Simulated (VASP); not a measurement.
PtSe2, 3 atoms in the cell. The structure is trigonal, space group P-3m1 (No. 164). Conventional cell: a = 3.578 Å, b = 3.578 Å, c = 5.277 Å, α = 90.00°, β = 90.00°, γ = 120.00°. Within 3.3 Å of Pt (site symmetry -3m) lie 6 Se at 2.48 Å. Se (site symmetry 3m) has 3 Pt at 2.48 Å and 12 Se at 3.27 to 3.58 Å within 3.6 Å.  This cell differs from its parent crystal: biaxial xy strain -4.0%.

| Quantity | Value |
| --- | --- |
| Program | VASP 6.6.1 |
| Task | single point |
| Functional | r2SCAN |
| Potentials or basis | VASP PAW PBE potentials, release 64 (Pt, Se) |
| Cutoff | 520 eV |
| k mesh | 12 × 12 × 6 |
| Occupations | fermi-dirac, width 0.02 eV |
| Spin | no spin polarisation |
| Dipole correction | no |
| Further INCAR settings | ALGO = Normal; EDIFF = 1e-07; NBANDS = 18 |

Potentials or basis: VASP PAW PBE potentials, release 64 (Pt, Se).

Launch:

```bash
$ cat potpaw_PBE.64/Pt/POTCAR potpaw_PBE.64/Se/POTCAR > POTCAR
$ cp INCAR.step1 INCAR
$ mpirun -np 1 vasp_std > vasp.out
$ cp INCAR.step2 INCAR
$ mpirun -np 1 vasp_std > vasp.out
```

Hardware: 1 thread of Intel Xeon 8259CL, with other jobs on the host.

Estimate the wall time of this run.

It took 9.7 min on 1 thread of Intel Xeon 8259CL, on a shared host, peak memory 0.26 GiB. Counts: k points 100.
